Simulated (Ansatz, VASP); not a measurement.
**Two plane-wave programs on Sb**

The input INCAR:

```
PREC = Accurate
ENCUT = 600
EDIFF = 1E-6
ISMEAR = 0
SIGMA = 0.1
LREAL = F
LASPH = T
NELM = 80
ALGO = Normal
ISIF = 3
LWAVE = F
LCHARG = F
GGA = PE
IBRION = 2
NSW = 90
EDIFFG = -0.04
```

KPOINTS

```
regular mesh
0
Gamma
  6 6 6
```

The input POSCAR:

```
Sb
1.0
    3.0413240741      0.0000000000      0.0000000000
    0.0000000000      3.0413240741      0.0000000000
    0.0000000000      0.0000000000      3.2704607901
Sb
1
Direct
    0.5000000000      0.5000000000      0.5000000000
```

Input for Ansatz:

```yaml
crystal:
  lattice:
    - [3.0413240741, 0.0, 0.0]
    - [0.0, 3.0413240741, 0.0]
    - [0.0, 0.0, 3.2704607901]
  atoms:
    - { symbol: Sb, position: [0.5, 0.5, 0.5] }
basis:
  ecutwfc: 420
kpoints:
  mp_grid: { grid: [6, 6, 6] }
hamiltonian:
  xc: pbe
scf:
  occupations: { method: gaussian, width: 0.1 }
  lower_state_search: "off"
output:
  forces: true
  stress: true
  eigenvalues: true
relax:
  adjacent_minimum: "off"
  f_tol: 0.04
  max_steps: 70
  cell: { stress_tol: 0.4 }
```

Alike in both runs: task relaxation of cell and atoms; functional PBE; k mesh 6 × 6 × 6; occupations gaussian, width 0.1 eV; no spin polarisation.

|  | VASP | Ansatz |
| --- | --- | --- |
| version | VASP 6.6.1 | Ansatz 0.2.0 |
| potentials or method | VASP PAW PBE potentials, release 64 (Sb), cutoff 600 eV | scalar-relativistic, plane waves, PAW |
| valence electrons in the cell | 5 | 15 |

Ansatz gave:

| Quantity | Value |
| --- | --- |
| gap on the k mesh at the Fermi level, each at its own relaxed structure (eV) | none |
| relaxed volume (Å³/atom) | 30.49 |
| relaxed cell length with the largest relative difference (Å) | 3.187 |

Task: What did VASP give for the same quantities?

Result: gap on the k mesh at the Fermi level, each at its own relaxed structure (eV): none; relaxed volume (Å³/atom): 30.51; relaxed cell length with the largest relative difference (Å): 3.189.

A gap of «none» marks a metal or a gap that the smearing closes. VASP's potentials hold 5 valence electrons a cell and Ansatz's 15, so a difference there can come from the potentials and not from the codes.

Neither program's run includes spin-orbit coupling.
